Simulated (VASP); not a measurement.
NaCl: single point with PBEsol-based global hybrid with 25 % exact exchange

NaCl:

```xyz
2
Lattice="3.5022 0.0000 0.0000 0.0000 3.5022 0.0000 0.0000 0.0000 3.5022" Properties=species:S:1:pos:R:3 pbc="T T T"
Cl    1.7511    1.7511    1.7511
Na    0.0000    0.0000    0.0000
```

* Program: VASP 6.6.1
* Task: single point
* Functional: PBEsol-based global hybrid with 25 % exact exchange
* Potentials or basis: VASP PAW PBE potentials, release 64 (Cl, Na_pv)
* Cutoff: 520 eV
* k mesh: 4 × 4 × 4
* Occupations: fermi-dirac, width 0.05 eV
* Spin: no spin polarisation

* Pressure: -1.5 GPa
* Band gap on the k mesh: 5.91 eV (least direct gap 6.45 eV)

Levels at points of the mesh, in eV from the valence-band top:
```csv
k point,band 5,band 6,band 7,band 8,band 9,band 10
"(0.00, 0.00, 0.00)",-0.54,-0.54,-0.54,5.91,10.55,10.55
"(0.50, 0.00, 0.00)",-3.21,-0.28,-0.28,8.88,10.80,12.62
"(0.50, 0.50, 0.00)",-2.49,-2.49,0.00,7.50,11.98,13.21
"(0.50, 0.50, 0.50)",-2.04,-2.04,-2.04,9.06,9.06,9.06
```

Run time: 3.4 min on 1 thread of Intel(R) Xeon(R) Platinum 8259CL CPU @ 2.50GHz (Skylake/Cascade Lake), on a shared host, peak memory 0.15 GiB.

Caveat: the k points lie up to 0.45 Å⁻¹ apart; the PAW data sets were made with another functional, which shifts forces and pressure a little. A k mesh can miss the band edges.
